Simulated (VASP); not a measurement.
## F: single point with PBE

F:

```
F
1.0
     2.20432    0.00000    0.00000
     0.00000    2.20432    0.00000
     0.00000    0.00000    2.20432
F
1
Direct
  0.00000 0.00000 0.00000
```

| Property | Result |
| --- | --- |
| Program | VASP 6.6.1 |
| Task | single point |
| Functional | PBE |
| Potentials or basis | VASP PAW PBE potentials, release 64 (F) |
| Cutoff | 600 eV |
| k mesh | 16 × 16 × 16 |
| Occupations | fermi-dirac, width 0.08 eV |
| Spin | no spin polarisation |
| Dipole correction | no |
| Further INCAR settings | ALGO = Normal; EDIFF = 1e-06; NBANDS = 10 |

```json
{"Pressure": "-1.4 GPa"}
```

Levels at points of the mesh, in eV from the Fermi level:
```
           k point  band 2  band 3  band 4  band 5  band 6  band 7
(0.00, 0.00, 0.00)   -0.10   -0.10   -0.10   12.44   28.34   28.34
(0.50, 0.00, 0.00)   -4.66    0.33    0.33   18.71   21.03   33.28
(0.50, 0.50, 0.00)   -3.39   -3.39    0.69   16.95   26.75   26.75
(0.50, 0.50, 0.50)   -2.48   -2.48   -2.48   23.00   23.00   23.00
```

It took 14 s on 1 thread of Intel Xeon 8259CL (shared host), peak memory 0.12 GiB.

Caveat: an odd number of electrons without spin polarisation forces a metal; a magnetic or distorted state may lie lower.
